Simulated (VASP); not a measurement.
# Si (a cell with a defect) in VASP: notebook

Si (a cell with a defect) is run at these levels: r2SCAN; tasks: single point.

Program: VASP 6.6.1. These are calculated values, not measurements. Logs are shortened: lines on timing, memory, paths and dates and some standing lists are left out, and cuts for length are marked.

## (1) The cell of the first run

The cell holds a defect, 15 atoms: a = 7.699 Å, b = 7.699 Å, c = 7.699 Å, α = 60.00°, β = 60.00°, γ = 60.00°.

## (2) Single point, r2SCAN

POSCAR reads:

```
Si
1.0
    0.0000000000      5.4437023800     -5.4437023800
    5.4437023800      5.4437023800      0.0000000000
    5.4437023800      0.0000000000     -5.4437023800
Si
15
Direct
    0.0664152767      0.1445292092      0.1445277396
    0.1300304371      0.6231009271      0.1237690735
    0.6199076041      0.1203490665      0.1203503524
    0.6199073286      0.6393913107      0.1203506280
    0.1300301616      0.1237693491      0.6231004679
    0.1300302534      0.6231011108      0.6231000086
    0.6199073286      0.1203497095      0.6393918618
    0.6278556874      0.6240474337      0.6240483522
    0.2412794470      0.7617759404      0.2484725295
    0.2412794470      0.2484734480      0.2484727132
    0.7554353109      0.7478063119      0.2489504211
    0.2532723878      0.7489095133      0.7489093296
    0.2412799981      0.2484732643      0.7617746546
    0.7554347598      0.7478072304      0.7478077815
    0.7554347598      0.2489493189      0.7478074141
```

INCAR.step1 reads:

```
PREC = Accurate
ENCUT = 520
ISMEAR = 0
SIGMA = 0.02
LREAL = Auto
LASPH = T
NELM = 80
NBANDS = 43
GGA = PE
ALGO = Normal
EDIFF = 1E-4
LWAVE = T
LCHARG = F
```

INCAR.step2 reads:

```
PREC = Accurate
ENCUT = 520
EDIFF = 1E-6
ISMEAR = 0
SIGMA = 0.02
LREAL = Auto
LASPH = T
NELM = 80
ALGO = Normal
ISIF = 2
LWAVE = F
LCHARG = F
METAGGA = R2SCAN
LMIXTAU = T
NBANDS = 43
ISTART = 1
```

KPOINTS reads:

```
Automatic mesh
0
Gamma
  2 2 2
```

Potentials or basis: VASP PAW PBE potentials, release 64 (Si).

Run with:

```sh
> cat potpaw_PBE.64/Si/POTCAR > POTCAR
> cp INCAR.step1 INCAR
> mpirun -np 1 vasp_std > vasp.out
> cp INCAR.step2 INCAR
> mpirun -np 1 vasp_std > vasp.out
```

OUTCAR:

```text
PREC = Accurate
   ENCUT = 520
   EDIFF = 1E-6
   ISMEAR = 0
   LREAL = Auto
   LASPH = T
   NELM = 80
   ISIF = 2
   METAGGA = R2SCAN
   ISTART = 1

 ion  position               nearest neighbor table
   1  0.066  0.145  0.145-  13 2.43   9 2.43  10 2.43
   2  0.130  0.623  0.124-  11 2.35  12 2.36  10 2.36   9 2.36
   3  0.620  0.120  0.120-  11 2.34  15 2.34  10 2.38
   4  0.620  0.639  0.120-  11 2.34  14 2.34   9 2.38
   5  0.130  0.124  0.623-  15 2.35  12 2.36  10 2.36  13 2.36
   6  0.130  0.623  0.623-  14 2.35  12 2.36   9 2.36  13 2.36
   7  0.620  0.120  0.639-  14 2.34  15 2.34  13 2.38
   8  0.628  0.624  0.624-  12 2.35  11 2.36  15 2.36  14 2.36
   9  0.241  0.762  0.248-   6 2.36   2 2.36   4 2.38   1 2.43
  10  0.241  0.248  0.248-   2 2.36   5 2.36   3 2.38   1 2.43
  11  0.755  0.748  0.249-   3 2.34   4 2.34   2 2.35   8 2.36
  12  0.253  0.749  0.749-   8 2.35   2 2.36   5 2.36   6 2.36
  13  0.241  0.248  0.762-   6 2.36   5 2.36   7 2.38   1 2.43
  14  0.755  0.748  0.748-   7 2.34   4 2.34   6 2.35   8 2.36
  15  0.755  0.249  0.748-   7 2.34   3 2.34   5 2.35   8 2.36

  LATTYP: Found a face centered cubic cell.
 ALAT       =    10.8874047600

  Lattice vectors:

 A1 = (   0.0000000000,   5.4437023800,  -5.4437023800)
 A2 = (   5.4437023800,   5.4437023800,   0.0000000000)
 A3 = (   5.4437023800,   0.0000000000,  -5.4437023800)

Analysis of symmetry for initial positions (statically):
=====================================================================
 Subroutine PRICEL returns:
 Original cell was already a primitive cell.

 Routine SETGRP: Setting up the symmetry group for a
 face centered cubic supercell.

 Subroutine GETGRP returns: Found  6 space group operations
 (whereof  2 operations were pure point group operations)
 out of a pool of 48 trial point group operations.

The static configuration has the point symmetry C_1h.
 The point group associated with its full space group is C_3v.

Analysis of symmetry for dynamics (positions and initial velocities):
=====================================================================
 Subroutine PRICEL returns:
 Original cell was already a primitive cell.

 Routine SETGRP: Setting up the symmetry group for a
 face centered cubic supercell.

 Subroutine GETGRP returns: Found  6 space group operations
 (whereof  2 operations were pure point group operations)
 out of a pool of 48 trial point group operations.

The dynamic configuration has the point symmetry C_1h.
 The point group associated with its full space group is C_3v.

 Subroutine INISYM returns: Found  6 space group operations
 (whereof  2 operations are pure point group operations),
 and found     1 'primitive' translations

----------------------------------------------------------------------------------------

                                     Primitive cell

  volume of cell :     322.6362

  direct lattice vectors                    reciprocal lattice vectors
     0.000000000  5.443702380 -5.443702380    -0.091849254  0.091849254 -0.091849254
     5.443702380  5.443702380  0.000000000     0.091849254  0.091849254  0.091849254
     5.443702380  0.000000000 -5.443702380     0.091849254 -0.091849254 -0.091849254

  length of vectors
     7.698557735  7.698557735  7.698557735     0.159087574  0.159087574  0.159087574

  position of ions in fractional coordinates (direct lattice)
     0.066415277  0.144529209  0.144527740
     0.130030437  0.623100927  0.123769074
     0.619907604  0.120349066  0.120350352
     0.619907329  0.639391311  0.120350628
     0.130030162  0.123769349  0.623100468
     0.130030253  0.623101111  0.623100009
     0.619907329  0.120349709  0.639391862
     0.627855687  0.624047434  0.624048352
     0.241279447  0.761775940  0.248472529
     0.241279447  0.248473448  0.248472713
     0.755435311  0.747806312  0.248950421
     0.253272388  0.748909513  0.748909330
     0.241279998  0.248473264  0.761774655
     0.755434760  0.747807230  0.747807782
     0.755434760  0.248949319  0.747807414

[... 51 lines left out ...]
  volume/ion in A,a.u.               =      21.51       145.15
  Fermi-wavevector in a.u.,A,eV,Ry     =   0.934446  1.765847 11.880462  0.873189
  Thomas-Fermi vector in A             =   2.061252
   LORBIT       =      0    0 simple, 1 ext, 2 COOP (PROOUT), +10 PAW based schemes
   METAGGA = R2SCAN    functional components
   LHFCALC =     F    Hartree Fock is set to
   AEXX    =    0.0000 exact exchange contribution
   IVDW    =     0    specifies the selected vdW correction
   LEPSILON=     F    determine dielectric tensor
   LRPA    =     F    only Hartree local field effects (RPA)
 non-spin polarized calculation
 Gauss-broadening in eV      SIGMA  =   0.02
  energy-cutoff  :      520.00
  volume of cell :      322.64
 maximum number of plane-waves:      8694
 NGX is ok and might be reduce to    60
   NGX = 29   NGY = 29   NGZ = 29

 number of electron      59.9999999 magnetization

 Free energy of the ion-electron system (eV)
  ---------------------------------------------------
  ext. energy  EPLUGINS =         0.00000000
  ---------------------------------------------------
  free energy    TOTEN  =      -127.50648962 eV

  energy without entropy =     -127.50150401  energy(sigma->0) =     -127.50399681

 E-fermi :   5.8696     XC(G=0):  -9.5707

 val. band max:        4.6164900221   @ k =   0.0000   0.0000   0.0000
 cond. band min:       5.8791232676   @ k =   0.5000   0.5000   0.0000
 fundamental gap:      1.2626332454
 Fermi energy:         5.8696492009

 k-point     1 :       0.0000    0.0000    0.0000
  band No.  band energies     occupation
      1      -7.1962      2.00000
      2      -4.9203      2.00000
      3      -4.9202      2.00000
      4      -4.8914      2.00000
      5      -4.3171      2.00000
      6      -3.0537      2.00000
[... 169 lines left out ...]
     41       9.7594      0.00000
     42       9.8687      0.00000
 [bands above 42 left out]

------------------------ aborting loop because EDIFF is reached ----------------------------------------

  FORCE on cell =-STRESS in cart. coord.  units (eV):
  Direction    XX          YY          ZZ          XY          YZ          ZX
  --------------------------------------------------------------------------------------
  -------------------------------------------------------------------------------------
  Total       -4.0802535     -4.0802535     -4.0802535      1.3435520      1.3435520     -1.3435520
  in kB      -20.2621073    -20.2621073    -20.2621073      6.6719369      6.6719369     -6.6719369
  external PRESSURE =     -20.2621073 kB  Pullay stress =       0.0000000 kB

 VOLUME and BASIS-vectors are now :
 -----------------------------------------------------------------------------
  energy-cutoff  :      520.00
  volume of cell :      322.64
      direct lattice vectors                 reciprocal lattice vectors
     0.000000000  5.443702380 -5.443702380    -0.091849254  0.091849254 -0.091849254
     5.443702380  5.443702380  0.000000000     0.091849254  0.091849254  0.091849254
     5.443702380  0.000000000 -5.443702380     0.091849254 -0.091849254 -0.091849254

 POSITION                                       TOTAL-FORCE (eV/Angst)
 -----------------------------------------------------------------------------------
      1.57354      1.14832     -1.14831        -0.278899      0.278899     -0.278899
      4.06574      4.09982     -1.38161         0.023162     -0.023162     -0.008244
      1.31030      4.02974     -4.02974         0.037398     -0.079784      0.079784
      4.13581      6.85525     -4.02974         0.079784     -0.037398      0.079784
      4.06574      1.38161     -4.09982         0.023162      0.008244      0.023162
      6.78395      4.09982     -4.09982        -0.008244     -0.023162      0.023162
      4.13581      4.02974     -6.85525         0.079784     -0.079784      0.037398
      6.79426      6.81499     -6.81499         0.006307     -0.006307      0.006307
      5.49949      5.46033     -2.66606        -0.012430     -0.034350     -0.012430
      2.70523      2.66607     -2.66607         0.034350      0.012430     -0.012430
      5.42605      8.18320     -5.46758         0.012930     -0.012930     -0.015095
      8.15368      5.45558     -5.45558         0.017293     -0.017293      0.017293
      5.49949      2.66607     -5.46033        -0.012430      0.012430      0.034350
      8.14168      8.18320     -8.18320        -0.015095     -0.012930      0.012930
      5.42605      5.46757     -8.18320         0.012930      0.015095      0.012930
 -----------------------------------------------------------------------------------
    total drift:                               -0.003628      0.008943     -0.008259

  FREE ENERGIE OF THE ION-ELECTRON SYSTEM (eV)
  ---------------------------------------------------
  free  energy   TOTEN  =      -127.5064896201 eV

  energy  without entropy=     -127.5015040065  energy(sigma->0) =     -127.50399681
```

It took 9.1 min on 1 thread of Intel Xeon 8259CL, shared host; peak memory 0.52 GiB.

Results:

```
Free energy            : -127.5065 eV
Pressure               : -2.0 GPa
Largest force          : 0.483 eV/Å
Band gap on the k mesh : zero (bands 30 and 31 overlap by 0.19 eV)
```

Forces on the atoms (eV/Å):
```
Si  -0.279  0.279 -0.279
Si   0.023 -0.023 -0.008
Si   0.037 -0.080  0.080
Si   0.080 -0.037  0.080
Si   0.023  0.008  0.023
Si  -0.008 -0.023  0.023
Si   0.080 -0.080  0.037
Si   0.006 -0.006  0.006
Si  -0.012 -0.034 -0.012
Si   0.034  0.012 -0.012
Si   0.013 -0.013 -0.015
Si   0.017 -0.017  0.017
Si  -0.012  0.012  0.034
Si  -0.015 -0.013  0.013
Si   0.013  0.015  0.013
```

Levels at points of the mesh, in eV from the Fermi level:
```tsv
k point	band 28	band 29	band 30	band 31	band 32	band 33
(0.00, 0.00, 0.00)	-1.25	-1.25	0.20	0.23	0.23	0.36
(0.50, 0.00, 0.00)	-2.06	-1.46	-1.46	0.34	0.34	0.97
(0.00, 0.50, 0.00)	-1.62	-1.62	-1.54	0.27	0.52	0.91
(0.50, 0.50, 0.00)	-2.16	-2.08	-2.00	0.01	0.02	0.75
```

Caveat: the k points lie up to 0.50 Å⁻¹ apart; the PAW data sets were made with another functional, which shifts forces and pressure a little.

## (3) Single point, r2SCAN

POSCAR reads:

```
Si
1.0
    0.0000000000      5.4437023800     -5.4437023800
    5.4437023800      5.4437023800      0.0000000000
    5.4437023800      0.0000000000     -5.4437023800
Si
15
Direct
   -0.0011268066      0.1670429308      0.1670418286
    0.1299350057      0.6227439091      0.1245814802
    0.6243539346      0.1214528190      0.1214552071
    0.6243528325      0.6327335257      0.1214563093
    0.1299345465      0.1245823068      0.6227423476
    0.1299351894      0.6227433580      0.6227406025
    0.6243535672      0.1214533701      0.6327364649
    0.6272946722      0.6242337040      0.6242353573
    0.2383497314      0.7636433276      0.2490042448
    0.2383506499      0.2490070003      0.2490046122
    0.7562747212      0.7473205212      0.2490805715
    0.2520923085      0.7493033629      0.7493024444
    0.2383502825      0.2490070003      0.7636396536
    0.7562749968      0.7473206131      0.7473230012
    0.7562743539      0.2490789182      0.7473227256
```

INCAR.step1 reads:

```
SYSTEM = Si
  PREC = Accurate
  ENCUT = 520
  ISMEAR = 0
  SIGMA = 0.02
  LREAL = Auto
  LASPH = .True.
  NELM = 80
  NBANDS = 43
  GGA = PE
  ALGO = Normal
  EDIFF = 1E-4
  LWAVE = .True.
  LCHARG = .False.
```

INCAR.step2 reads:

```
SYSTEM = Si
  PREC = Accurate
  ENCUT = 520
  EDIFF = 1E-6
  ISMEAR = 0
  SIGMA = 0.02
  LREAL = Auto
  LASPH = .True.
  NELM = 80
  ALGO = Normal
  ISIF = 2
  LWAVE = .False.
  LCHARG = .False.
  METAGGA = R2SCAN
  LMIXTAU = .True.
  NBANDS = 43
  ISTART = 1
```

KPOINTS reads:

```
regular mesh
0
Gamma
  2 2 2
  0 0 0
```

Potentials or basis: VASP PAW PBE potentials, release 64 (Si).

Run with:

```sh
> cat potpaw_PBE.64/Si/POTCAR > POTCAR
> cp INCAR.step1 INCAR
> mpirun -np 1 vasp_std > vasp.out
> cp INCAR.step2 INCAR
> mpirun -np 1 vasp_std > vasp.out
```

Wall time 6.2 min (1 thread of Intel Xeon 8259CL, shared host); peak memory 0.52 GiB.

Results (log left out):

```
Free energy            : -127.0395 eV
Pressure               : -3.3 GPa
Largest force          : 1.414 eV/Å
Band gap on the k mesh : zero (bands 30 and 31 overlap by 0.54 eV)
```

Forces on the atoms (eV/Å):
```
Si  -0.816  0.816 -0.816
Si  -0.005  0.005 -0.089
Si  -0.019 -0.291  0.291
Si   0.291  0.019  0.291
Si  -0.005  0.089 -0.005
Si  -0.089  0.005 -0.005
Si   0.291 -0.291 -0.019
Si   0.017 -0.017  0.017
Si   0.189  0.039  0.189
Si  -0.039 -0.189  0.189
Si  -0.003  0.003 -0.026
Si   0.030 -0.030  0.030
Si   0.189 -0.189 -0.039
Si  -0.026  0.003 -0.003
Si  -0.003  0.026 -0.003
```

Stress tensor (GPa, compression positive):
```
-3.34  1.48 -1.48
 1.48 -3.34  1.48
-1.48  1.48 -3.34
```

Levels at points of the mesh, in eV from the Fermi level:
```csv
k point,band 26,band 27,band 28,band 29,band 30,band 31,band 32,band 33,band 34,band 35
"(0.00, 0.00, 0.00)",-1.26,-0.80,-0.76,-0.76,0.55,0.55,0.56,0.74,0.74,0.85
"(0.50, 0.00, 0.00)",-2.10,-2.07,-2.07,-0.66,-0.66,0.32,0.33,1.55,1.55,1.64
"(0.00, 0.50, 0.00)",-1.93,-1.66,-1.61,-1.16,-1.07,0.67,0.83,1.35,1.41,1.45
"(0.50, 0.50, 0.00)",-2.15,-2.04,-2.00,-1.70,-1.20,0.01,0.48,1.21,1.24,2.41
```

Caveat: the k points lie up to 0.50 Å⁻¹ apart, too coarse for converged energies and pressures of a metal; the PAW data sets were made with another functional, which shifts forces and pressure a little.

## (4) Single point, r2SCAN

POSCAR reads:

```
Si
1.0
    0.0000000000      5.4437023800     -5.4437023800
    5.4437023800      5.4437023800      0.0000000000
    5.4437023800      0.0000000000     -5.4437023800
Si
15
Direct
   -0.1238733224      0.2079569052      0.2079580074
    0.1187253554      0.6276795206      0.1259195401
    0.6366494268      0.1259927439      0.1259954994
    0.6366499779      0.6113567142      0.1259960505
    0.1187250799      0.1259205504      0.6276775917
    0.1187247125      0.6276801635      0.6276770406
    0.6366506209      0.1259926521      0.6113601126
    0.6229078600      0.6256964033      0.6256976892
    0.2506470605      0.7422668834      0.2535434349
    0.2506460502      0.2535473844      0.2535446289
    0.7450651628      0.7522560409      0.2504185396
    0.2477050371      0.7507661541      0.7507650519
    0.2506466931      0.2535469252      0.7422628421
    0.7450648873      0.7522566838      0.7522596230
    0.7450654383      0.2504175293      0.7522577860
```

INCAR.step1 reads:

```
SYSTEM = Si
ALGO = Normal
EDIFF = 1E-4
ENCUT = 520
GGA = PE
ISMEAR = 0
LASPH = .True.
LCHARG = .False.
LREAL = Auto
LWAVE = .True.
NBANDS = 43
NELM = 60
PREC = Accurate
SIGMA = 0.02
```

INCAR.step2 reads:

```
SYSTEM = Si
ALGO = Normal
EDIFF = 1E-6
ENCUT = 520
ISIF = 2
ISMEAR = 0
ISTART = 1
LASPH = .True.
LCHARG = .False.
LMIXTAU = .True.
LREAL = Auto
LWAVE = .False.
METAGGA = R2SCAN
NBANDS = 43
NELM = 60
PREC = Accurate
SIGMA = 0.02
```

KPOINTS reads:

```
k-points
0
Gamma
  2 2 2
  0 0 0
```

Run with:

```sh
> cat potpaw_PBE.64/Si/POTCAR > POTCAR
> cp INCAR.step1 INCAR
> mpirun -np 1 vasp_std > vasp.out
> cp INCAR.step2 INCAR
> mpirun -np 1 vasp_std > vasp.out
```

It took 5.7 min on 1 thread of Intel Xeon 8259CL, shared host; peak memory 0.52 GiB.

The run converged. Its results:

```yaml
Free_energy: -127.0396 eV
Pressure: -3.3 GPa
Largest_force: 1.417 eV/Å
Band_gap_on_the_k_mesh: zero (bands 30 and 31 overlap by 0.54 eV)
```

Forces in eV/Å, atoms in the order of the input:
```
Si   0.818 -0.818  0.818
Si   0.003 -0.003  0.026
Si   0.038  0.188 -0.188
Si  -0.188 -0.038 -0.188
Si   0.003 -0.026  0.003
Si   0.026 -0.003  0.003
Si  -0.188  0.188  0.038
Si  -0.031  0.031 -0.031
Si  -0.292 -0.020 -0.292
Si   0.020  0.292 -0.292
Si   0.006 -0.006  0.089
Si  -0.018  0.018 -0.018
Si  -0.292  0.292  0.020
Si   0.089 -0.006  0.006
Si   0.006 -0.089  0.006
```

Stress tensor (GPa, compression positive):
```
-3.34  1.48 -1.48
 1.48 -3.34  1.48
-1.48  1.48 -3.34
```

Levels at points of the mesh, in eV from the Fermi level:
| k point | band 27 | band 28 | band 29 | band 30 | band 31 | band 32 | band 33 | band 34 |
| --- | --- | --- | --- | --- | --- | --- | --- | --- |
| (0.00, 0.00, 0.00) | -0.80 | -0.76 | -0.76 | 0.55 | 0.55 | 0.56 | 0.74 | 0.74 |
| (0.50, 0.00, 0.00) | -2.07 | -2.07 | -0.66 | -0.66 | 0.32 | 0.33 | 1.55 | 1.55 |
| (0.00, 0.50, 0.00) | -1.66 | -1.61 | -1.16 | -1.07 | 0.67 | 0.83 | 1.35 | 1.41 |
| (0.50, 0.50, 0.00) | -2.04 | -2.00 | -1.70 | -1.20 | 0.01 | 0.48 | 1.21 | 1.24 |

Caveat: the k points lie up to 0.50 Å⁻¹ apart, too coarse for converged energies and pressures of a metal; the PAW data sets were made with another functional, which shifts forces and pressure a little.

## (5) Single point, r2SCAN

POSCAR reads:

```
Si
1.0
    0.0000000000      5.4437023800     -5.4437023800
    5.4437023800      5.4437023800      0.0000000000
    5.4437023800      0.0000000000     -5.4437023800
Si
15
Direct
   -0.1914152221      0.2304709943      0.2304713617
    0.1195656843      0.6271926277      0.1260506090
    0.6337198949      0.1265264799      0.1265275821
    0.6337199867      0.6132241932      0.1265278577
    0.1195648576      0.1260501497      0.6271921684
    0.1195646739      0.6271943728      0.6271919847
    0.6337210889      0.1265263881      0.6132249280
    0.6217279645      0.6260900692      0.6260911714
    0.2550923807      0.7356098332      0.2546494836
    0.2550924726      0.2546499429      0.2546495755
    0.7449700988      0.7518986554      0.2512311299
    0.2471444811      0.7509521489      0.7509523326
    0.2550924726      0.2546514124      0.7356062511
    0.7449696396      0.7518991147      0.7519002169
    0.7449697314      0.2512302115      0.7518997576
```

INCAR.step1 reads:

```
PREC = Accurate
ENCUT = 520
ISMEAR = 0
SIGMA = 0.02
LREAL = Auto
LASPH = T
NELM = 60
NBANDS = 43
GGA = PE
ALGO = Normal
EDIFF = 1E-4
LWAVE = T
LCHARG = F
```

INCAR.step2 reads:

```
PREC = Accurate
ENCUT = 520
EDIFF = 1E-7
ISMEAR = 0
SIGMA = 0.02
LREAL = Auto
LASPH = T
NELM = 60
ALGO = Normal
ISIF = 2
LWAVE = F
LCHARG = F
METAGGA = R2SCAN
LMIXTAU = T
NBANDS = 43
ISTART = 1
```

KPOINTS reads:

```
regular mesh
0
Gamma
  2 2 2
```

Run with:

```sh
> cat potpaw_PBE.64/Si/POTCAR > POTCAR
> cp INCAR.step1 INCAR
> mpirun -np 1 vasp_std > vasp.out
> cp INCAR.step2 INCAR
> mpirun -np 1 vasp_std > vasp.out
```

Wall time 6.5 min (1 thread of Intel Xeon 8259CL, shared host); peak memory 0.52 GiB.

The run converged. Its results:

- Free energy: -127.5066 eV
- Pressure: -2.0 GPa
- Largest force: 0.483 eV/Å
- Band gap on the k mesh: zero (bands 30 and 31 overlap by 0.19 eV)

Forces in eV/Å, atoms in the order of the input:
```
Si   0.279 -0.279  0.279
Si  -0.013  0.013  0.015
Si  -0.034 -0.012  0.012
Si   0.012  0.034  0.012
Si  -0.013 -0.015 -0.013
Si   0.015  0.013 -0.013
Si   0.012 -0.012 -0.034
Si  -0.018  0.018 -0.018
Si  -0.080  0.038 -0.080
Si  -0.038  0.080 -0.080
Si  -0.022  0.022  0.010
Si  -0.007  0.007 -0.007
Si  -0.080  0.080 -0.038
Si   0.010  0.022 -0.022
Si  -0.022 -0.010 -0.022
```

Stress tensor (GPa, compression positive):
```
-2.02  0.67 -0.67
 0.67 -2.02  0.67
-0.67  0.67 -2.02
```

Levels at points of the mesh, in eV from the Fermi level:
```csv
k point,band 28,band 29,band 30,band 31,band 32,band 33
"(0.00, 0.00, 0.00)",-1.25,-1.25,0.20,0.23,0.23,0.36
"(0.50, 0.00, 0.00)",-2.06,-1.46,-1.46,0.34,0.34,0.97
"(0.00, 0.50, 0.00)",-1.62,-1.62,-1.54,0.27,0.52,0.91
"(0.50, 0.50, 0.00)",-2.16,-2.08,-2.00,0.01,0.02,0.75
```

Caveat: the k points lie up to 0.50 Å⁻¹ apart; the PAW data sets were made with another functional, which shifts forces and pressure a little.

The gap in the log of VASP goes by the Fermi energy; the results here count the filled bands.